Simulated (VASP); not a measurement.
A run of VASP 6.6.1:

INCAR

```
SYSTEM = Te2Mo
PREC = Accurate ; ENCUT = 520
EDIFF = 1E-7 ; ISMEAR = 0
SIGMA = 0.01 ; LREAL = .FALSE.
LASPH = .TRUE. ; NELM = 80
ALGO = Normal ; ISIF = 2
LWAVE = .FALSE. ; LCHARG = .TRUE.
LDIPOL = .TRUE. ; IDIPOL = 3
DIPOL = 0.5 0.5 0.500 ; GGA = PE
IVDW = 12 ; LELF = .TRUE.
LVHAR = .TRUE. ; LVACPOTAV = .TRUE.
NBANDS = 35
```

File KPOINTS:

```
regular mesh
0
G
  9 9 1
  0 0 0
```

The input POSCAR:

```
Te2Mo
1.0
    3.5004053423      0.0000000000      0.0000000000
   -1.7502026712      3.0314399499      0.0000000000
    0.0000000000      0.0000000000     46.9720266495
Te Mo
4 2
Direct
    0.3333333333      0.6666666667      0.3883919819
    0.3333333333      0.6666666667      0.4657670695
    0.6666666667      0.3333333333      0.5342329305
    0.6666666667      0.3333333333      0.6116080181
    0.6666666667      0.3333333333      0.4270591622
    0.3333333333      0.6666666667      0.5729408378
```

Potentials or basis: VASP PAW PBE potentials, release 64 (Te, Mo_sv).

The run is started by

```console
$ cat potpaw_PBE.64/Te/POTCAR potpaw_PBE.64/Mo_sv/POTCAR > POTCAR
$ mpirun -np 1 vasp_std > vasp.out
```

Hardware: 1 thread of AMD EPYC 7R13, with other jobs on the host.

**Question.** Estimate the wall time of this run.

**Answer.** Wall time 12 min on 1 thread of AMD EPYC 7R13, on a shared host, peak memory 0.62 GiB. Counts: scf iterations 29, k points 12.
